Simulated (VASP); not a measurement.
GePt:

```
Ge Pt
1.0
     3.17824    0.00000    0.00000
    -1.58912    2.75244    0.00000
     0.00000    0.00000    4.04604
Ge Pt
1 1
Direct
  0.00000 0.00000 0.00000
  0.00000 0.00000 0.50000
```

```yaml
Program: VASP 6.6.1
Task: relaxation of cell and atoms
Functional: PBE
Potentials_or_basis: VASP PAW PBE potentials, release 64 (Ge_d, Pt)
Cutoff: 600 eV
k_mesh: 6 × 6 × 4
Occupations: gaussian, width 0.1 eV
Spin: no spin polarisation
```

At the start: pressure 59.2 GPa; volume 17.70 Å³/atom.

Task: Where does the relaxation end?

Result: Over 20 steps the energy falls by 1695.5 meV/atom and the volume is 17.20 Å³/atom (-2.8 %); space group P6/mmm (No. 191, to 0.05 Å).

The path:
```
step  energy change (eV)  largest force (eV/Å)  pressure (GPa)  volume (Å³)
   1              0.0000                0.0000           59.24        35.39
   2              0.9586                0.0000          -27.78        67.93
   3             -2.1452                0.0000          -19.61        48.65
   4             -2.3559                0.0000          -18.55        46.96
   5             -2.7475                0.0000           -5.47        41.21
   6             -2.7517                0.0000          -10.84        42.58
   7             -2.7626                0.0000           -8.73        41.98
   8             -2.7625                0.0000           -8.23        41.85
   9             -3.1647                0.0000           -3.36        36.83
  10             -2.0401                0.0000           67.12        27.07
  11             -3.2476                0.0000           -0.62        35.41
  12             -3.1994                0.0000           19.93        30.93
  13             -3.3107                0.0000            3.99        33.86
  14             -3.3178                0.0000            7.96        32.87
  15             -3.2150                0.0000           11.68        32.49
  16             -3.3553                0.0000            7.57        32.78
  17             -3.3808                0.0000           -3.29        35.25
  18             -3.3907                0.0000            0.18        34.35
  19             -3.3907                0.0000           -0.14        34.39
  20             -3.3910                0.0000           -0.18        34.39
```

Final structure:
```cif
data_structure
_symmetry_space_group_name_H-M 'P 1'
_symmetry_Int_Tables_number 1
_cell_length_a 2.7926
_cell_length_b 2.7926
_cell_length_c 5.0926
_cell_angle_alpha 90.000
_cell_angle_beta 90.000
_cell_angle_gamma 120.000
_cell_volume 34.39
loop_
_atom_site_label
_atom_site_type_symbol
_atom_site_fract_x
_atom_site_fract_y
_atom_site_fract_z
_atom_site_occupancy
Ge1 Ge 0.00000 0.00000 0.00000 1
Pt1 Pt 0.00000 0.00000 0.50000 1
```

Caveat: the k points lie up to 0.43 Å⁻¹ apart in the final cell.
